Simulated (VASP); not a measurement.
# CoO (I4/mmm) in VASP: a series of runs

The runs below take CoO through single point, with PBE, PBEsol, PBE-based screened hybrid with 25 % exact exchange.

Program: VASP 6.6.1. These are calculated values, not measurements. Logs are shortened: lines on timing, memory, paths and dates and some standing lists are left out, and cuts for length are marked.

### 1 The cell of the first run

Symmetry: I4/mmm, No. 139, tetragonal system. Conventional cell: a = 3.016 Å, b = 3.016 Å, c = 4.214 Å, α = 90.00°, β = 90.00°, γ = 90.00°. Co (site symmetry 4/mmm) has 6 O at 2.11 to 2.13 Å within 2.8 Å. Within 2.8 Å of O (site symmetry 4/mmm) lie 6 Co at 2.11 to 2.13 Å.

### 2 Single point, PBE, collinear spin, ferromagnetic start

Input file INCAR:

```
  PREC = Accurate
  ENCUT = 520
  EDIFF = 1E-7
  ISMEAR = -1
  SIGMA = 0.05
  LREAL = False
  LASPH = True
  NELM = 150
  ALGO = Normal
  ISIF = 2
  LWAVE = False
  LCHARG = True
  ISPIN = 2
  MAGMOM = 4 0
  LORBIT = 11
  NUPDOWN = 4.0
  LMAXMIX = 4
  GGA = PE
  LELF = True
  LVHAR = True
  NBANDS = 18
```

Input file KPOINTS:

```
Automatic mesh
0
Gamma
  10 10 10
```

Input file POSCAR:

```
CoO
1.0
   -1.5080000000      1.5080000000      2.1072475377
    1.5080000000     -1.5080000000      2.1072475377
    1.5080000000      1.5080000000     -2.1072475377
Co O
1 1
Direct
    0.0000000000      0.0000000000      0.0000000000
    0.5000000000      0.5000000000      0.0000000000
```

Potentials or basis: VASP PAW PBE potentials, release 64 (Co, O).

The run is started by

```console
$ cat potpaw_PBE.64/Co/POTCAR potpaw_PBE.64/O/POTCAR > POTCAR
$ mpirun -np 1 vasp_std > vasp.out
```

OUTCAR:

```text
PREC = Accurate
   ENCUT = 520
   EDIFF = 1E-7
   ISMEAR = -1
   LREAL = False
   LASPH = True
   NELM = 150
   ISIF = 2
   ISPIN = 2
   LORBIT = 11
   NUPDOWN = 4.0
   GGA = PE

 ion  position               nearest neighbor table
   1  0.000  0.000  0.000-   2 2.11   2 2.11   2 2.13   2 2.13   2 2.13   2 2.13
   2  0.500  0.500  0.000-   1 2.11   1 2.11   1 2.13   1 2.13   1 2.13   1 2.13

  LATTYP: Found a body centered tetragonal cell.
 ALAT       =     3.0160000000
 C/A-ratio  =     1.3973790038

  Lattice vectors:

 A1 = (  -1.5080000000,   1.5080000000,   2.1072475377)
 A2 = (   1.5080000000,  -1.5080000000,   2.1072475377)
 A3 = (   1.5080000000,   1.5080000000,  -2.1072475377)

Analysis of symmetry for initial positions (statically):
=====================================================================
 Subroutine PRICEL returns:
 Original cell was already a primitive cell.

 Routine SETGRP: Setting up the symmetry group for a
 body centered tetragonal supercell.

 Subroutine GETGRP returns: Found 16 space group operations
 (whereof 16 operations were pure point group operations)
 out of a pool of 16 trial point group operations.

The static configuration has the point symmetry D_4h.

Analysis of symmetry for dynamics (positions and initial velocities):
=====================================================================
 Subroutine PRICEL returns:
 Original cell was already a primitive cell.

 Routine SETGRP: Setting up the symmetry group for a
 body centered tetragonal supercell.

 Subroutine GETGRP returns: Found 16 space group operations
 (whereof 16 operations were pure point group operations)
 out of a pool of 16 trial point group operations.

The dynamic configuration has the point symmetry D_4h.

Analysis of structural, dynamic, and magnetic symmetry:
=====================================================================
 Subroutine PRICEL returns:
 Original cell was already a primitive cell.

 Routine SETGRP: Setting up the symmetry group for a
 body centered tetragonal supercell.

 Subroutine GETGRP returns: Found 16 space group operations
 (whereof 16 operations were pure point group operations)
 out of a pool of 16 trial point group operations.

The overall configuration has the point symmetry D_4h.

 Subroutine INISYM returns: Found 16 space group operations
 (whereof 16 operations are pure point group operations),
 and found     1 'primitive' translations

----------------------------------------------------------------------------------------

                                     Primitive cell

  volume of cell :      19.1681

  direct lattice vectors                    reciprocal lattice vectors
    -1.508000000  1.508000000  2.107247538     0.000000000  0.331564987  0.237276348
     1.508000000 -1.508000000  2.107247538     0.331564987  0.000000000  0.237276348
     1.508000000  1.508000000 -2.107247538     0.331564987  0.331564987  0.000000000

  length of vectors
     2.998102764  2.998102764  2.998102764     0.407719764  0.407719764  0.468903701

  position of ions in fractional coordinates (direct lattice)
     0.000000000  0.000000000  0.000000000
     0.500000000  0.500000000  0.000000000

  ion indices of the primitive-cell ions
   primitive index   ion index
                 1           1
                 2           2

----------------------------------------------------------------------------------------

 KPOINTS: Automatic mesh

Automatic generation of k-mesh.
 Grid dimensions read from file:
 generate k-points for:   10   10   10

 Generating k-lattice:

  Cartesian coordinates                     Fractional coordinates (reciprocal lattice)
     0.000000000  0.033156499  0.023727635     0.100000000  0.000000000 -0.000000000
     0.033156499  0.000000000  0.023727635     0.000000000  0.100000000 -0.000000000
     0.033156499  0.033156499  0.000000000     0.000000000  0.000000000  0.100000000

  Length of vectors
     0.040771976  0.040771976  0.046890370

  Shift w.r.t. Gamma in fractional coordinates (k-lattice)
     0.000000000  0.000000000  0.000000000

 Subroutine IBZKPT returns following result:
 ===========================================

 Found    102 irreducible k-points:

 Following reciprocal coordinates:
            Coordinates               Weight
  0.000000  0.000000  0.000000      1.000000
  0.100000  0.000000  0.000000      8.000000
  0.200000  0.000000  0.000000      8.000000
  0.300000  0.000000  0.000000      8.000000
  0.400000  0.000000  0.000000      8.000000
  0.500000  0.000000 -0.000000      4.000000
[... 16 lines left out ...]
  0.300000  0.300000  0.000000      8.000000
  0.400000  0.300000 -0.000000     16.000000
 [... further k-points ...]
   k-points           NKPTS =    102   k-points in BZ     NKDIM =    102   number of bands    NBANDS=     18
   number of dos      NEDOS =    301   number of ions     NIONS =      2
   total plane-waves  NPLWV =  13824
   dimension x,y,z NGX =    24 NGY =   24 NGZ =   24
   dimension x,y,z NGXF=    48 NGYF=   48 NGZF=   48
   ions per type =               1   1
   NGX,Y,Z   is equivalent  to a cutoff of  13.31, 13.31, 13.31 a.u.
   NGXF,Y,Z  is equivalent  to a cutoff of  26.62, 26.62, 26.62 a.u.
 SYSTEM =  unknown system
   PREC   = accura    normal or accurate (medium, high low for compatibility)
   ISTART =      0    job   : 0-new  1-cont  2-samecut
   ICHARG =      2    charge: 1-file 2-atom 10-const
   ISPIN  =      2    spin polarized calculation?
   LNONCOLLINEAR =      F non collinear calculations
   LSORBIT =      F    spin-orbit coupling
   LASPH  =      T    aspherical Exc in radial PAW
   ENCUT  =  520.0 eV  38.22 Ry    6.18 a.u.   5.57  5.57  5.57*2*pi/ulx,y,z
   NELM   =    150;   NELMIN=  2; NELMDL= -5     # of ELM steps
   EDIFF  = 0.1E-06   stopping-criterion for ELM
   LREAL  =      F    real-space projection
   EDIFFG = 0.1E-05   stopping-criterion for IOM
   NSW    =      0    number of steps for IOM
   IBRION =     -1    ionic relax: 0-MD 1-quasi-New 2-CG
   NFREE  =      0    steps in history (QN), initial steepest desc. (CG)
   ISIF   =      2    stress and relaxation
   ISYM   =      2    0-nonsym 1-usesym 2-fastsym
   POTIM  = 0.5000    time-step for ionic-motion
   TEBEG  =    0.0;   TEEND  =   0.0 temperature during run
   PSTRESS=    0.0 pullay stress
   NELECT =      15.0000    total number of electrons
   NUPDOWN=       4.0000    fix difference up-down
   EMIN   =  10.00;   EMAX   =-10.00  energy-range for DOS
   EFERMI =   0.00;   METHOD = LEGACY
   ISMEAR =    -1;   SIGMA  =   0.05  broadening in eV -4-tet -1-fermi 0-gaus
   EFERMI_NEDOS =   21; number of points for ismear=-14 and -15
   IALGO  =     38    algorithm
   IMIX   =      4    mixing-type and parameters
     AMIX     =   0.40;   BMIX     =  1.00
     AMIX_MAG =   1.60;   BMIX_MAG =  1.00
  volume/ion in A,a.u.               =       9.58        64.68
  Fermi-wavevector in a.u.,A,eV,Ry     =   1.508618  2.850874 30.965868  2.275927
  Thomas-Fermi vector in A             =   2.619048
   LORBIT       =     11    0 simple, 1 ext, 2 COOP (PROOUT), +10 PAW based schemes
   GGA     = PE    functional components
   LHFCALC =     F    Hartree Fock is set to
   AEXX    =    0.0000 exact exchange contribution
   IVDW    =     0    specifies the selected vdW correction
   LEPSILON=     F    determine dielectric tensor
   LRPA    =     F    only Hartree local field effects (RPA)
 spin polarized calculation
  energy-cutoff  :      520.00
  volume of cell :       19.17
 maximum number of plane-waves:       533
 NGX is ok and might be reduce to    24
   NGX = 11   NGY = 11   NGZ = 11

 number of electron      15.0000005 magnetization       4.0000001

 Free energy of the ion-electron system (eV)
  ---------------------------------------------------
  ext. energy  EPLUGINS =         0.00000000
  ---------------------------------------------------
  free energy    TOTEN  =       -10.41738720 eV

  energy without entropy =      -10.38776393  energy(sigma->0) =      -10.40257557

 E-fermi :   7.0869     XC(G=0): -12.5665

 val. band max:       13.8494888579   @ k =   0.3000   0.2000   0.0000
 cond. band min:       7.0883522258   @ k =  -0.4000   0.4000   0.3000
 fundamental gap:     -6.7611366321
 Fermi energy:        13.8705266727

 spin component 1

 k-point     1 :       0.0000    0.0000    0.0000
  band No.  band energies     occupation
      1     -12.4980      1.00000
      2       3.4848      1.00000
      3       3.4848      1.00000
      4       3.5254      1.00000
      5       3.5259      1.00000
      6       3.5947      1.00000
[... 10 lines left out ...]
     17      29.3737      0.00000
     18      32.3924      0.00000
[... 463 lines left out ...]
 k-point    24 :       0.4000    0.3000   -0.0000
  band No.  band energies     occupation
      1     -11.1567      1.00000
      2       0.6486      1.00000
      3       1.2427      1.00000
      4       1.7336      1.00000
      5       3.8764      1.00000
      6       4.2711      1.00000
[... 10 lines left out ...]
     17      36.4346      0.00000
     18      38.2068      0.00000

 [... further k-points ...]

 spin component 2

 k-point     1 :       0.0000    0.0000    0.0000
  band No.  band energies     occupation
      1     -11.3569      1.00000
      2       5.8032      1.00000
      3       5.8617      1.00000
      4       5.8617      1.00000
      5       6.1972      1.00000
      6       6.1972      1.00000
[... 10 lines left out ...]
     17      30.9017      0.00000
     18      33.5331      0.00000
[... 463 lines left out ...]
 k-point    24 :       0.4000    0.3000   -0.0000
  band No.  band energies     occupation
      1      -9.9293      1.00000
      2       1.9150      1.00000
      3       2.6371      1.00000
      4       3.6518      1.00000
      5       6.6671      0.99977
      6       7.1170      0.35372
[... 10 lines left out ...]
     17      37.5686      0.00000
     18      39.2543      0.00000

 [... further k-points ...]

------------------------ aborting loop because EDIFF is reached ----------------------------------------

  FORCE on cell =-STRESS in cart. coord.  units (eV):
  Direction    XX          YY          ZZ          XY          YZ          ZX
  --------------------------------------------------------------------------------------
  -------------------------------------------------------------------------------------
  Total        2.8747465      2.8747465      2.9710120      0.0000000     -0.0000000      0.0000000
  in kB      240.2879034    240.2879034    248.3343255      0.0000000     -0.0000000      0.0000000
  external PRESSURE =     242.9700441 kB  Pullay stress =       0.0000000 kB

 VOLUME and BASIS-vectors are now :
 -----------------------------------------------------------------------------
  energy-cutoff  :      520.00
  volume of cell :       19.17
      direct lattice vectors                 reciprocal lattice vectors
    -1.508000000  1.508000000  2.107247538     0.000000000  0.331564987  0.237276348
     1.508000000 -1.508000000  2.107247538     0.331564987  0.000000000  0.237276348
     1.508000000  1.508000000 -2.107247538     0.331564987  0.331564987  0.000000000

 POSITION                                       TOTAL-FORCE (eV/Angst)
 -----------------------------------------------------------------------------------
      0.00000      0.00000      0.00000         0.000000     -0.000000      0.000000
      0.00000      0.00000      2.10725        -0.000000      0.000000     -0.000000
 -----------------------------------------------------------------------------------
    total drift:                               -0.000000      0.000000     -0.000000

  FREE ENERGIE OF THE ION-ELECTRON SYSTEM (eV)
  ---------------------------------------------------
  free  energy   TOTEN  =       -10.4173872006 eV

  energy  without entropy=      -10.3877639310  energy(sigma->0) =      -10.40257557

 total charge

# of ion       s       p       d       tot
------------------------------------------
    1        0.395   0.421   6.899   7.715
    2        1.604   3.364   0.000   4.967
--------------------------------------------------
tot          1.999   3.785   6.899  12.683

 magnetization (x)

# of ion       s       p       d       tot
------------------------------------------
    1        0.128   0.084   2.865   3.077
    2        0.086   0.568   0.000   0.654
--------------------------------------------------
tot          0.214   0.652   2.865   3.731
```

It took 49 s on 1 thread of Intel Xeon Platinum 8488C (Sapphire Rapids), shared host; peak memory 0.18 GiB.

Results:

* Free energy: -10.4174 eV
* Pressure: 24.3 GPa
* Net moment: 4.00 μB per cell
* Site moments: Co +3.08; O +0.65 μB
* Valence electrons inside the program's atomic spheres: Co 7.71; O 4.97

Stress tensor (GPa, compression positive):
```
24.03  0.00  0.00
 0.00 24.03  0.00
 0.00  0.00 24.83
```

Caveat: the cell stands under pressure; the total moment is fixed, so each spin has its own Fermi level and the state may be an excited one; a cell with one magnetic atom can't hold antiferromagnetic order, which such compounds often take.

### 3 Single point, PBEsol, collinear spin, ferromagnetic start

Input file INCAR:

```
SYSTEM = CoO
ALGO     = Normal         ! electronic algorithm
EDIFF    = 1E-6           ! SCF threshold, eV
ENCUT    = 700            ! plane-wave cutoff, eV
GGA      = PS             ! functional
GGA_COMPAT= .False.      
ISIF     = 2              ! what is computed and relaxed
ISMEAR   = -1             ! smearing method
ISPIN    = 2              ! spin polarisation
LASPH    = .True.         ! aspherical terms in the spheres
LCHARG   = .False.        ! write CHGCAR
LMAXMIX  = 4              ! l up to which the mixer works
LORBIT   = 11             ! projections on sites
LREAL    = .False.        ! projectors in reciprocal space
LWAVE    = .False.        ! write WAVECAR
MAGMOM   = 2 0            ! initial moments
NBANDS   = 22             ! bands
NELM     = 200            ! most SCF steps
NUPDOWN  = 2.0            ! fixed moment
PREC     = Accurate       ! precision mode
SIGMA    = 0.05           ! smearing width, eV
```

Input file KPOINTS:

```
k-points
0
Gamma
  10 10 10
  0 0 0
```

POSCAR is that of step 2.

Potentials or basis: VASP PAW PBE potentials, release 64 (Co_sv, O).

The run is started by

```console
$ cat potpaw_PBE.64/Co_sv/POTCAR potpaw_PBE.64/O/POTCAR > POTCAR
$ mpirun -np 1 vasp_std > vasp.out
```

Run time: 77 s. Hardware: 1 thread of Intel Xeon 6975P-C (Granite Rapids), shared host; peak memory 0.24 GiB.

Results (log left out):

```yaml
Free_energy: -13.9360 eV
Pressure: -18.3 GPa
Net_moment: 2.00 μB per cell
Site_moments: Co +1.83; O +0.09 μB
Valence_electrons_inside_the_program's_atomic_spheres: Co 14.93; O 4.92
```

Stress tensor (GPa, compression positive):
```
-18.54   0.00   0.00
  0.00 -18.54   0.00
  0.00   0.00 -17.89
```

Caveat: the cell stands under tension; the PAW data sets were made with another functional, which shifts forces and pressure a little; the total moment is fixed, so each spin has its own Fermi level and the state may be an excited one; a cell with one magnetic atom can't hold antiferromagnetic order, which such compounds often take.

### 4 Single point, PBE-based screened hybrid with 25 % exact exchange, collinear spin, ferromagnetic start

POSCAR is that of step 3.

Input file INCAR.step1:

```
  ALGO = Normal
  EDIFF = 1E-5
  ENCUT = 520
  GGA = PE
  ISIF = 2
  ISMEAR = -1
  ISPIN = 2
  KPAR = 4
  LASPH = T
  LCHARG = F
  LMAXMIX = 4
  LORBIT = 11
  LREAL = F
  LWAVE = T
  MAGMOM = 2 0
  NBANDS = 18
  NELM = 150
  PREC = Accurate
  SIGMA = 0.05
```

Input file INCAR.step2:

```
  AEXX = 0.25
  ALGO = Normal
  EDIFF = 1E-7
  ENCUT = 520
  GGA = PE
  HFSCREEN = 0.3
  ISIF = 2
  ISMEAR = -1
  ISPIN = 2
  ISTART = 1
  KPAR = 4
  LASPH = T
  LCHARG = F
  LHFCALC = T
  LMAXMIX = 4
  LORBIT = 11
  LREAL = F
  LWAVE = F
  MAGMOM = 2 0
  NBANDS = 18
  NELM = 150
  PREC = Accurate
  PRECFOCK = Normal
  SIGMA = 0.05
```

Input file KPOINTS:

```
k-points
0
Gamma
  6 6 6
```

Potentials or basis: VASP PAW PBE potentials, release 64 (Co, O).

The run is started by

```console
$ cat potpaw_PBE.64/Co/POTCAR potpaw_PBE.64/O/POTCAR > POTCAR
$ cp INCAR.step1 INCAR
$ mpirun -np 4 vasp_std > vasp.out
$ cp INCAR.step2 INCAR
$ mpirun -np 4 vasp_std > vasp.out
```

Run time: 60 min. Hardware: 4 MPI ranks of Oxide Virtual Turin-like, shared host; peak memory 0.23 GiB.

The run converged. Its results:

```
Free energy                                           : -17.8451 eV
Pressure                                              : -5.0 GPa
Band gap on the k mesh                                : zero (filled and empty bands overlap)
Net moment                                            : 3.00 μB per cell
Site moments                                          : Co +2.73; O +0.25 μB
Valence electrons inside the program's atomic spheres : Co 7.75; O 5.05
```

Stress tensor (GPa, compression positive):
```
 -2.33   0.00   0.00
  0.00  -2.33   0.00
  0.00   0.00 -10.30
```

Levels at points of the mesh, in eV from the Fermi level:
Spin up:
```csv
k point,band 7,band 8,band 9,band 10,band 11,band 12
"(0.00, 0.00, 0.00)",-4.10,-3.95,-3.95,1.52,17.54,18.68
"(0.50, 0.00, 0.00)",-3.98,-1.56,-1.45,5.57,10.50,14.10
"(0.50, 0.50, 0.00)",-5.14,-5.11,-4.12,6.55,10.86,11.89
"(0.50, 0.50, 0.50)",-5.35,-5.14,-5.14,6.59,10.94,12.05
```
Spin down:
```csv
k point,band 4,band 5,band 6,band 7,band 8,band 9
"(0.00, 0.00, 0.00)",-3.19,-3.19,-1.35,-1.35,1.45,2.08
"(0.50, 0.00, 0.00)",-5.21,-2.06,0.04,0.31,4.38,4.91
"(0.50, 0.50, 0.00)",-4.57,-2.69,-2.11,0.49,2.14,3.23
"(0.50, 0.50, 0.50)",-4.68,-4.30,0.47,0.47,2.61,2.83
```

Caveat: the k points lie up to 0.43 Å⁻¹ apart, too coarse for converged energies and pressures of a metal; the PAW data sets were made with another functional, which shifts forces and pressure a little; a cell with one magnetic atom can't hold antiferromagnetic order, which such compounds often take.

### 5 Summary

```csv
level,potentials or basis,fixed moment (μB),k mesh,cutoff (eV),grid for exact exchange (PRECFOCK),share of exact exchange,screening parameter,pressure (GPa),moment (μB)
PBE,"VASP PAW PBE potentials, release 64 (Co, O)",4.0,10 × 10 × 10,520,-,-,-,24.3,4.00
PBEsol,"VASP PAW PBE potentials, release 64 (Co_sv, O)",2.0,10 × 10 × 10,700,-,-,-,-18.3,2.00
PBE-based screened hybrid with 25 % exact exchange,"VASP PAW PBE potentials, release 64 (Co, O)",-,6 × 6 × 6,520,Normal,0.25,0.3 1/Å,-5.0,3.00
```

Alike in all rows: task single point; spin collinear, ferromagnetic start; cell as given; smearing fermi-dirac 0.05 eV.

Caveats: some runs use coarse meshes; a cell with one magnetic atom can't hold antiferromagnetic order, which such compounds often take; the total moment is fixed, so each spin has its own Fermi level and the state may be an excited one (at least some runs); the PAW data sets were made with another functional, which shifts forces and pressure a little (at least some runs); the cell stands under pressure (at least some runs); the cell stands under tension (at least some runs).

Total energies depend on the potentials used, so only differences within one code and one set of settings carry meaning.

The gap in the log of VASP goes by the Fermi energy; the results here count the filled bands.